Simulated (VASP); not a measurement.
# C (Fd-3m) in VASP: a series of runs

The runs below take C through single point, with r2SCAN.

Program: VASP 6.6.1. These are calculated values, not measurements. Logs are shortened: lines on timing, memory, paths and dates and some standing lists are left out, and cuts for length are marked.

## (1) The cell of the first run

Symmetry: Fd-3m, No. 227, cubic system. The conventional cell has a = 3.450 Å, b = 3.450 Å, c = 3.450 Å, α = 90.00°, β = 90.00°, γ = 90.00°. C (site symmetry -43m) has 4 C at 1.49 Å within 2.0 Å.

## (2) Single point, r2SCAN (volume scaled by 0.91)

POSCAR reads:

```
C
1.0
    0.0000000000      1.7250501428      1.7250501428
    1.7250501428      0.0000000000      1.7250501428
    1.7250501428      1.7250501428      0.0000000000
C
2
Direct
    0.0000000000      0.0000000000      0.0000000000
    0.2500000000      0.2500000000      0.2500000000
```

INCAR.step1 reads:

```
  PREC = Accurate
  ENCUT = 520
  ISMEAR = 0
  SIGMA = 0.02
  LREAL = False
  LASPH = True
  NELM = 100
  NBANDS = 11
  GGA = PE
  ALGO = Normal
  EDIFF = 1E-4
  LWAVE = True
  LCHARG = False
```

INCAR.step2 reads:

```
  PREC = Accurate
  ENCUT = 520
  EDIFF = 1E-7
  ISMEAR = 0
  SIGMA = 0.02
  LREAL = False
  LASPH = True
  NELM = 100
  ALGO = Normal
  ISIF = 2
  LWAVE = False
  LCHARG = False
  METAGGA = R2SCAN
  LMIXTAU = True
  NBANDS = 11
  ISTART = 1
```

KPOINTS reads:

```
regular mesh
0
Gamma
  12 12 12
```

Potentials or basis: VASP PAW PBE potentials, release 64 (C).

Command:

```
$ cat potpaw_PBE.64/C/POTCAR > POTCAR
$ cp INCAR.step1 INCAR
$ mpirun -np 1 vasp_std > vasp.out
$ cp INCAR.step2 INCAR
$ mpirun -np 1 vasp_std > vasp.out
```

OUTCAR:

```text
PREC = Accurate
   ENCUT = 520
   EDIFF = 1E-7
   ISMEAR = 0
   LREAL = False
   LASPH = True
   NELM = 100
   ISIF = 2
   METAGGA = R2SCAN
   ISTART = 1

 ion  position               nearest neighbor table
   1  0.000  0.000  0.000-   2 1.49   2 1.49   2 1.49   2 1.49
   2  0.250  0.250  0.250-   1 1.49   1 1.49   1 1.49   1 1.49

  LATTYP: Found a face centered cubic cell.
 ALAT       =     3.4501002856

  Lattice vectors:

 A1 = (   0.0000000000,   1.7250501428,   1.7250501428)
 A2 = (   1.7250501428,   0.0000000000,   1.7250501428)
 A3 = (   1.7250501428,   1.7250501428,   0.0000000000)

Analysis of symmetry for initial positions (statically):
=====================================================================
 Subroutine PRICEL returns:
 Original cell was already a primitive cell.

 Routine SETGRP: Setting up the symmetry group for a
 face centered cubic supercell.

 Subroutine GETGRP returns: Found 48 space group operations
 (whereof 24 operations were pure point group operations)
 out of a pool of 48 trial point group operations.

The static configuration has the point symmetry T_d .
 The point group associated with its full space group is O_h .

Analysis of symmetry for dynamics (positions and initial velocities):
=====================================================================
 Subroutine PRICEL returns:
 Original cell was already a primitive cell.

 Routine SETGRP: Setting up the symmetry group for a
 face centered cubic supercell.

 Subroutine GETGRP returns: Found 48 space group operations
 (whereof 24 operations were pure point group operations)
 out of a pool of 48 trial point group operations.

The dynamic configuration has the point symmetry T_d .
 The point group associated with its full space group is O_h .

 Subroutine INISYM returns: Found 48 space group operations
 (whereof 24 operations are pure point group operations),
 and found     1 'primitive' translations

----------------------------------------------------------------------------------------

                                     Primitive cell

  volume of cell :      10.2668

  direct lattice vectors                    reciprocal lattice vectors
     0.000000000  1.725050143  1.725050143    -0.289846647  0.289846647  0.289846647
     1.725050143  0.000000000  1.725050143     0.289846647 -0.289846647  0.289846647
     1.725050143  1.725050143  0.000000000     0.289846647  0.289846647 -0.289846647

  length of vectors
     2.439589308  2.439589308  2.439589308     0.502029119  0.502029119  0.502029119

  position of ions in fractional coordinates (direct lattice)
     0.000000000  0.000000000  0.000000000
     0.250000000  0.250000000  0.250000000

  ion indices of the primitive-cell ions
   primitive index   ion index
                 1           1
                 2           2

----------------------------------------------------------------------------------------

 KPOINTS: regular mesh

Automatic generation of k-mesh.
 Grid dimensions read from file:
 generate k-points for:   12   12   12

 Generating k-lattice:

  Cartesian coordinates                     Fractional coordinates (reciprocal lattice)
    -0.024153887  0.024153887  0.024153887     0.083333333  0.000000000  0.000000000
     0.024153887 -0.024153887  0.024153887     0.000000000  0.083333333  0.000000000
     0.024153887  0.024153887 -0.024153887     0.000000000  0.000000000  0.083333333

  Length of vectors
     0.041835760  0.041835760  0.041835760

  Shift w.r.t. Gamma in fractional coordinates (k-lattice)
     0.000000000  0.000000000  0.000000000

 Subroutine IBZKPT returns following result:
 ===========================================

 Found     72 irreducible k-points:

 Following reciprocal coordinates:
            Coordinates               Weight
  0.000000  0.000000  0.000000      1.000000
  0.083333  0.000000  0.000000      8.000000
  0.166667  0.000000  0.000000      8.000000
  0.250000  0.000000  0.000000      8.000000
  0.333333  0.000000  0.000000      8.000000
  0.416667  0.000000  0.000000      8.000000
[... 16 lines left out ...]
  0.500000  0.166667  0.000000     24.000000
 -0.416667  0.166667  0.000000     24.000000
 [... further k-points ...]
   k-points           NKPTS =     72   k-points in BZ     NKDIM =     72   number of bands    NBANDS=     11
   number of dos      NEDOS =    301   number of ions     NIONS =      2
   total plane-waves  NPLWV =   5832
   dimension x,y,z NGX =    18 NGY =   18 NGZ =   18
   dimension x,y,z NGXF=    36 NGYF=   36 NGZF=   36
   ions per type =               2
   NGX,Y,Z   is equivalent  to a cutoff of  12.27, 12.27, 12.27 a.u.
   NGXF,Y,Z  is equivalent  to a cutoff of  24.53, 24.53, 24.53 a.u.
 SYSTEM =  unknown system
   PREC   = accura    normal or accurate (medium, high low for compatibility)
   ISTART =      1    job   : 0-new  1-cont  2-samecut
   ICHARG =      0    charge: 1-file 2-atom 10-const
   ISPIN  =      1    spin polarized calculation?
   LNONCOLLINEAR =      F non collinear calculations
   LSORBIT =      F    spin-orbit coupling
   LASPH  =      T    aspherical Exc in radial PAW
   ENCUT  =  520.0 eV  38.22 Ry    6.18 a.u.   4.54  4.54  4.54*2*pi/ulx,y,z
   NELM   =    100;   NELMIN=  2; NELMDL=  0     # of ELM steps
   EDIFF  = 0.1E-06   stopping-criterion for ELM
   LREAL  =      F    real-space projection
   EDIFFG = 0.1E-05   stopping-criterion for IOM
   NSW    =      0    number of steps for IOM
   IBRION =     -1    ionic relax: 0-MD 1-quasi-New 2-CG
   NFREE  =      0    steps in history (QN), initial steepest desc. (CG)
   ISIF   =      2    stress and relaxation
   ISYM   =      2    0-nonsym 1-usesym 2-fastsym
   POTIM  = 0.5000    time-step for ionic-motion
   TEBEG  =    0.0;   TEEND  =   0.0 temperature during run
   PSTRESS=    0.0 pullay stress
   NELECT =       8.0000    total number of electrons
   NUPDOWN=      -1.0000    fix difference up-down
   EMIN   =  10.00;   EMAX   =-10.00  energy-range for DOS
   EFERMI =   0.00;   METHOD = LEGACY
   ISMEAR =     0;   SIGMA  =   0.02  broadening in eV -4-tet -1-fermi 0-gaus
   EFERMI_NEDOS =   21; number of points for ismear=-14 and -15
   IALGO  =     38    algorithm
   IMIX   =      4    mixing-type and parameters
     AMIX     =   0.40;   BMIX     =  1.00
     AMIX_MAG =   1.60;   BMIX_MAG =  1.00
  volume/ion in A,a.u.               =       5.13        34.64
  Fermi-wavevector in a.u.,A,eV,Ry     =   1.506468  2.846811 30.877665  2.269444
  Thomas-Fermi vector in A             =   2.617181
   LORBIT       =      0    0 simple, 1 ext, 2 COOP (PROOUT), +10 PAW based schemes
   METAGGA = R2SCAN    functional components
   LHFCALC =     F    Hartree Fock is set to
   AEXX    =    0.0000 exact exchange contribution
   IVDW    =     0    specifies the selected vdW correction
   LEPSILON=     F    determine dielectric tensor
   LRPA    =     F    only Hartree local field effects (RPA)
 non-spin polarized calculation
 Gauss-broadening in eV      SIGMA  =   0.02
  energy-cutoff  :      520.00
  volume of cell :       10.27
 maximum number of plane-waves:       291
   NGX =  9   NGY =  9   NGZ =  9

 number of electron       7.9999998 magnetization

 Free energy of the ion-electron system (eV)
  ---------------------------------------------------
  ext. energy  EPLUGINS =         0.00000000
  ---------------------------------------------------
  free energy    TOTEN  =       -19.49800936 eV

  energy without entropy =      -19.49800936  energy(sigma->0) =      -19.49800936

 E-fermi :  11.3172     XC(G=0): -14.8136

 val. band max:       11.2171577927   @ k =   0.0000   0.0000   0.0000
 cond. band min:      15.8000384102   @ k =   0.3333   0.3333   0.0000
 fundamental gap:      4.5828806175
 Fermi energy:        11.3171555502

 k-point     1 :       0.0000    0.0000    0.0000
  band No.  band energies     occupation
      1     -12.9082      2.00000
      2      11.2172      2.00000
      3      11.2172      2.00000
      4      11.2172      2.00000
      5      17.3279      0.00000
      6      17.3279      0.00000
      7      17.3279      0.00000
      8      27.5051      0.00000
      9      33.0436      0.00000
     10      39.7451      0.00000
     11      39.7451      0.00000

 k-point     2 :       0.0833    0.0000    0.0000
  band No.  band energies     occupation
      1     -12.6933      2.00000
      2       9.7908      2.00000
      3      10.8320      2.00000
      4      10.8320      2.00000
      5      17.8324      0.00000
      6      17.8324      0.00000
      7      18.2297      0.00000
      8      27.6234      0.00000
      9      33.3977      0.00000
     10      37.5185      0.00000
     11      37.5185      0.00000

 k-point     3 :       0.1667    0.0000    0.0000
  band No.  band energies     occupation
      1     -12.0513      2.00000
      2       6.9031      2.00000
      3      10.0084      2.00000
      4      10.0084      2.00000
      5      18.9099      0.00000
      6      18.9099      0.00000
      7      19.6387      0.00000
      8      27.9496      0.00000
      9      34.1293      0.00000
     10      35.7583      0.00000
     11      35.7583      0.00000

 k-point     4 :       0.2500    0.0000    0.0000
  band No.  band energies     occupation
      1     -10.9903      2.00000
      2       3.6985      2.00000
      3       9.1703      2.00000
      4       9.1703      2.00000
      5      19.8792      0.00000
      6      19.8792      0.00000
      7      20.6880      0.00000
      8      28.3754      0.00000
      9      34.6038      0.00000
     10      35.3664      0.00000
     11      35.3664      0.00000
[... 239 lines left out ...]
 k-point    22 :       0.4167    0.1667    0.0000
  band No.  band energies     occupation
      1      -8.2323      2.00000
      2       0.1230      2.00000
      3       6.3415      2.00000
      4       6.4875      2.00000
      5      18.5981      0.00000
      6      23.5927      0.00000
      7      24.1119      0.00000
      8      25.5063      0.00000
      9      34.9240      0.00000
     10      36.8875      0.00000
     11      41.3575      0.00000

 k-point    23 :       0.5000    0.1667    0.0000
  band No.  band energies     occupation
      1      -6.4280      2.00000
      2      -2.4254      2.00000
      3       5.5127      2.00000
      4       6.5940      2.00000
      5      19.0468      0.00000
      6      23.2246      0.00000
      7      24.3394      0.00000
      8      27.4067      0.00000
      9      33.8635      0.00000
     10      38.4898      0.00000
     11      40.5736      0.00000

 k-point    24 :      -0.4167    0.1667    0.0000
  band No.  band energies     occupation
      1      -5.9198      2.00000
      2      -3.0312      2.00000
      3       4.9480      2.00000
      4       7.0359      2.00000
      5      19.5486      0.00000
      6      22.6444      0.00000
      7      24.3237      0.00000
      8      28.8778      0.00000
      9      33.0504      0.00000
     10      37.6821      0.00000
     11      39.3167      0.00000

 [... further k-points ...]
[... 5 lines left out ...]
  --------------------------------------------------------------------------------------
  -------------------------------------------------------------------------------------
  Total        3.3323441      3.3323441      3.3323441     -0.0000000      0.0000000      0.0000000
  in kB      520.0262369    520.0262369    520.0262369     -0.0000000      0.0000000      0.0000000
  external PRESSURE =     520.0262369 kB  Pullay stress =       0.0000000 kB

 VOLUME and BASIS-vectors are now :
 -----------------------------------------------------------------------------
  energy-cutoff  :      520.00
  volume of cell :       10.27
      direct lattice vectors                 reciprocal lattice vectors
     0.000000000  1.725050143  1.725050143    -0.289846647  0.289846647  0.289846647
     1.725050143  0.000000000  1.725050143     0.289846647 -0.289846647  0.289846647
     1.725050143  1.725050143  0.000000000     0.289846647  0.289846647 -0.289846647

 POSITION                                       TOTAL-FORCE (eV/Angst)
 -----------------------------------------------------------------------------------
      0.00000      0.00000      0.00000         0.000000      0.000000      0.000000
      0.86253      0.86253      0.86253        -0.000000     -0.000000     -0.000000
 -----------------------------------------------------------------------------------
    total drift:                               -0.000000     -0.000000     -0.000000

  FREE ENERGIE OF THE ION-ELECTRON SYSTEM (eV)
  ---------------------------------------------------
  free  energy   TOTEN  =       -19.4980093629 eV

  energy  without entropy=      -19.4980093629  energy(sigma->0) =      -19.49800936
```

Wall time 28 s (1 thread of AMD EPYC 7R13 (Zen 3), shared host); peak memory 0.09 GiB.

Results:

| Quantity | Value |
| --- | --- |
| Free energy | -19.4980 eV |
| Pressure | 52.0 GPa |
| Band gap on the k mesh | 4.58 eV, indirect (least direct gap 6.11 eV) |

Caveat: the PAW data sets were made with another functional, which shifts forces and pressure a little. A k mesh can miss the band edges.

(Part 1 of 2 ends here.)
